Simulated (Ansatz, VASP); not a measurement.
# One calculation of MoS2, two programs

The input INCAR:

```
SYSTEM = MoS2
  ALGO = Normal
  EDIFF = 1E-6
  ENCUT = 520
  GGA = PE
  ISIF = 2
  ISMEAR = 0
  IVDW = 12
  LASPH = .TRUE.
  LCHARG = .TRUE.
  LELF = .TRUE.
  LREAL = .FALSE.
  LVHAR = .TRUE.
  LWAVE = .FALSE.
  NBANDS = 20
  NELM = 60
  PREC = Accurate
  SIGMA = 0.05
```

KPOINTS

```
k-points
0
G
  12 12 12
  0 0 0
```

POSCAR

```
MoS2
1.0
    1.5528272632      0.8965252384      6.1764310353
   -1.5528272632      0.8965252384      6.1764310353
    0.0000000000     -1.7930504769      6.1764310353
Mo S
1 2
Direct
    0.0000172715      0.0000172715      0.0000172715
    0.7535591261      0.7535591261      0.7535591261
    0.5797236024      0.5797236024      0.5797236024
```

Input for Ansatz:

```yaml
crystal:
  lattice:
    - [1.5528272632, 0.8965252384, 6.1764310353]
    - [-1.5528272632, 0.8965252384, 6.1764310353]
    - [0.0, -1.7930504769, 6.1764310353]
  atoms:
    - { symbol: Mo, position: [1.72715e-05, 1.72715e-05, 1.72715e-05] }
    - { symbol: S, position: [0.7535591261, 0.7535591261, 0.7535591261] }
    - { symbol: S, position: [0.5797236024, 0.5797236024, 0.5797236024] }
basis:
  ecutwfc: 420
kpoints:
  mp_grid: { grid: [12, 12, 12] }
hamiltonian:
  xc: pbe
  dispersion: d3bj
scf:
  occupations: { method: gaussian, width: 0.05 }
output:
  forces: true
  stress: true
  eigenvalues: true
```

Change from the starting cell: strain -0.015 along x and y, +0.030 along z, atoms carried along.

Alike in both runs: task single point; functional PBE; dispersion D3(BJ); k mesh 12 × 12 × 12; occupations gaussian, width 0.05 eV; no spin polarisation.

|  | VASP | Ansatz |
| --- | --- | --- |
| version | VASP 6.6.1 | Ansatz 0.2.0 |
| potentials or method | VASP PAW PBE potentials, release 64 (Mo_sv, S), cutoff 520 eV | scalar-relativistic, plane waves, PAW |
| valence electrons in the cell | 26 | 26 |

|  | VASP | Ansatz | Ansatz less VASP |
| --- | --- | --- | --- |
| gap on the k mesh at the Fermi level (eV) | 0.95 | 0.94 | -0.015 |
| least direct gap on the mesh (eV) | 2.00 | 1.99 | -0.004 |
| pressure (GPa) | -0.5 | -0.4 | +0.12 |
| traceless stress, the component that is largest in VASP (GPa) | -5.59 | -5.55 | +0.044 |
| rms of the force components (eV/Å) | 0.255 | 0.249 | -0.0058 |

Atom by atom the forces differ by 0.006 eV/Å (rms over components).
